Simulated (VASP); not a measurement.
A run of VASP 6.6.1 is set up as follows.

INCAR

```
ALGO = Normal
EDIFF = 1E-8
ENCUT = 520
ISIF = 2
ISMEAR = -1
LASPH = T
LCHARG = F
LEFG = T
LREAL = F
LWAVE = F
NBANDS = 11
NELM = 100
PREC = Accurate
SIGMA = 0.03
```

File KPOINTS:

```
k-points
0
Gamma
  16 16 16
```

Contents of POSCAR:

```
C
1.0
    0.0000000000      1.7477320000      1.7834000000
    1.7477320000      0.0000000000      1.7834000000
    1.7477320000      1.7477320000      0.0000000000
C
2
Direct
    0.5000000000      0.5000000000      0.5000000000
    0.7500000000      0.7500000000      0.7500000000
```

Potentials or basis: VASP PAW LDA potentials, release 64 (C).

The run is started by

```console
$ cat potpaw_LDA.64/C/POTCAR > POTCAR
$ mpirun -np 1 vasp_std > vasp.out
```

(1) What does it give for the pressure?

(2) What does it give for the band gap on the k mesh?

Results:

(1) 6.8 GPa.

(2) 3.93 eV (least direct gap 5.47 eV).

Caveat: the cell differs from its parent crystal (equal xx and yy strain of -2 %); the cell stands under pressure; without QUAD_EFG the Cq values of the log hold for a quadrupole moment of 1 mb, not for the nuclei.
